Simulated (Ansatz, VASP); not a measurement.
# SiC: VASP beside Ansatz

```
CELL_PARAMETERS angstrom
0.00360 2.19664 2.17179
2.19664 0.00360 2.17179
2.20024 2.20024 0.00000
ATOMIC_POSITIONS crystal
Si 0.00016 0.00016 0.99984
C 0.24984 0.24984 0.25016
```

Change from the starting cell: strained cell.

Alike in both runs: functional PBEsol; k mesh 10 × 10 × 10; occupations gaussian, width 0.02 eV; no spin polarisation.

Ansatz relaxed the structure, and its values are those at the end. VASP's run is a single point on that final structure, the one shown.

|  | VASP | Ansatz |
| --- | --- | --- |
| version | VASP 6.6.1 | Ansatz 0.2.0 |
| potentials or method | VASP PAW PBE potentials, release 64 (Si, C), cutoff 600 eV | scalar-relativistic, plane waves, PAW |
| valence electrons in the cell | 8 | 8 |

|  | VASP | Ansatz | Ansatz less VASP |
| --- | --- | --- | --- |
| gap on the k mesh at the Fermi level (eV) | 1.13 | 1.14 | +0.010 |
| least direct gap on the mesh (eV) | 4.41 | 4.43 | +0.014 |
| pressure (GPa) | -2.7 | -3.0 | -0.22 |

VASP's potentials were made for PBE, not for PBEsol, and Ansatz warns of the same on its side. Ansatz's warnings: stress scf threshold loose.
